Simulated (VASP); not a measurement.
Wanted: the native input for a VASP 6.6.1 run.

```yaml
Task: single point
Functional: r2SCAN
Potentials_or_basis: VASP PAW PBE potentials, release 64 (Na_pv, Ge_d, I)
Cutoff: 520 eV
k_mesh: 4 × 4 × 4
Occupations: fermi-dirac, width 0.02 eV
Spin: no spin polarisation
Dipole_correction: no
Further_INCAR_settings: ALGO = Normal; EDIFF = 1e-06; NBANDS = 29
```

Crystal: NaGeI3.

```
Na Ge I
1.0
     5.59481    0.00000    0.00000
     0.00000    5.59481    0.00000
     0.00000    0.00000    5.59481
Na Ge I
1 1 3
Direct
  0.00000 0.00000 0.00000
  0.50000 0.50000 0.50000
  0.50000 0.50000 0.00000
  0.50000 0.00000 0.50000
  0.00000 0.50000 0.50000
```

This cell differs from its parent crystal: strain -5.0%.

These files were run (other wordings do the same):

POSCAR

```
NaGeI3
1.0
    5.5948119680      0.0000000000      0.0000000000
    0.0000000000      5.5948119680      0.0000000000
    0.0000000000      0.0000000000      5.5948119680
Na Ge I
1 1 3
Direct
    0.0000000000      0.0000000000      0.0000000000
    0.5000000000      0.5000000000      0.5000000000
    0.5000000000      0.5000000000      0.0000000000
    0.5000000000      0.0000000000      0.5000000000
    0.0000000000      0.5000000000      0.5000000000
```

INCAR.step1

```
SYSTEM = NaGeI3
PREC     = Accurate       ! precision mode
ENCUT    = 520            ! plane-wave cutoff, eV
ISMEAR   = -1             ! smearing method
SIGMA    = 0.02           ! smearing width, eV
LREAL    = .False.        ! projectors in reciprocal space
LASPH    = .True.         ! aspherical terms in the spheres
NELM     = 80             ! most SCF steps
NBANDS   = 29             ! bands
GGA      = PE             ! functional
ALGO     = Normal         ! electronic algorithm
EDIFF    = 1E-4           ! SCF threshold, eV
LWAVE    = .True.         ! write WAVECAR
LCHARG   = .False.        ! write CHGCAR
```

INCAR.step2

```
SYSTEM = NaGeI3
PREC     = Accurate       ! precision mode
ENCUT    = 520            ! plane-wave cutoff, eV
EDIFF    = 1E-6           ! SCF threshold, eV
ISMEAR   = -1             ! smearing method
SIGMA    = 0.02           ! smearing width, eV
LREAL    = .False.        ! projectors in reciprocal space
LASPH    = .True.         ! aspherical terms in the spheres
NELM     = 80             ! most SCF steps
ALGO     = Normal         ! electronic algorithm
ISIF     = 2              ! what is computed and relaxed
LWAVE    = .False.        ! write WAVECAR
LCHARG   = .False.        ! write CHGCAR
METAGGA  = R2SCAN         ! meta-GGA
LMIXTAU  = .True.       
NBANDS   = 29             ! bands
ISTART   = 1
```

KPOINTS

```
Automatic mesh
0
Gamma
  4 4 4
  0 0 0
```

Potentials or basis: VASP PAW PBE potentials, release 64 (Na_pv, Ge_d, I).

Run with:

```sh
$ cat potpaw_PBE.64/Na_pv/POTCAR potpaw_PBE.64/Ge_d/POTCAR potpaw_PBE.64/I/POTCAR > POTCAR
$ cp INCAR.step1 INCAR
$ mpirun -np 1 vasp_std > vasp.out
$ cp INCAR.step2 INCAR
$ mpirun -np 1 vasp_std > vasp.out
```

Results of the run:

The pressure is 4.1 GPa and the band gap on the k mesh is zero (filled and empty bands touch).

Caveat: the cell differs from its parent crystal (strain -5.0%); the cell stands under pressure; the PAW data sets were made with another functional, which shifts forces and pressure a little; spin-orbit coupling is left out, which moves the levels of the heavy elements.

Wall time 120 s on 1 thread of Intel(R) Xeon(R) Platinum 8488C (Sapphire Rapids), with other jobs on the host, peak memory 0.31 GiB.
